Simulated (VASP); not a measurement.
Write the native input for VASP 6.6.1 that does the following.

```
Task                   : single point
Functional             : PBEsol
Potentials or basis    : VASP PAW PBE potentials, release 64 (Al, O)
Cutoff                 : 520 eV
k mesh                 : 6 × 6 × 6
Occupations            : gaussian, width 0.05 eV
Spin                   : no spin polarisation
Dipole correction      : no
Further INCAR settings : ALGO = Normal; EDIFF = 1e-06; NBANDS = 35
```

The structure of Al2O3 lies in POSCAR:

```
Al2O3
1.0
    2.4068387731      1.3895890135      4.4929261657
   -2.4068387731      1.3895890135      4.4929261657
    0.0000000000     -2.7791780271      4.4929261657
Al O
4 6
Direct
    0.8520350473      0.8520350473      0.8520350473
    0.6479649527      0.6479649527      0.6479649527
    0.1479649527      0.1479649527      0.1479649527
    0.3520350473      0.3520350473      0.3520350473
    0.0558571577      0.4441428423      0.7500000000
    0.7500000000      0.0558571577      0.4441428423
    0.4441428423      0.7500000000      0.0558571577
    0.9441428423      0.5558571577      0.2500000000
    0.2500000000      0.9441428423      0.5558571577
    0.5558571577      0.2500000000      0.9441428423
```

This cell differs from its parent crystal: volume 9.016 Å^3 an atom, c/a of the conventional cell 2.8001.

One way to write it, as run:

INCAR

```
SYSTEM = Al2O3
PREC = Accurate
ENCUT = 520
EDIFF = 1E-6
ISMEAR = 0
SIGMA = 0.05
LREAL = .FALSE.
LASPH = .TRUE.
NELM = 100
ALGO = Normal
ISIF = 2
LWAVE = .FALSE.
LCHARG = .FALSE.
GGA = PS
NBANDS = 35
```

KPOINTS

```
Automatic mesh
0
G
  6 6 6
  0 0 0
```

Potentials or basis: VASP PAW PBE potentials, release 64 (Al, O).

Command:

```bash
$ cat potpaw_PBE.64/Al/POTCAR potpaw_PBE.64/O/POTCAR > POTCAR
$ mpirun -np 1 vasp_std > vasp.out
```

It gave:

| Property | Result |
| --- | --- |
| Pressure | -11.0 GPa |
| Largest force | 0.112 eV/Å |
| Band gap on the k mesh | 5.37 eV, direct |

Caveat: the PAW data sets were made with another functional, which shifts forces and pressure a little.

Wall time 59 s on 1 thread of Intel(R) Xeon(R) 6975P-C (Granite Rapids) (shared host), peak memory 0.27 GiB.
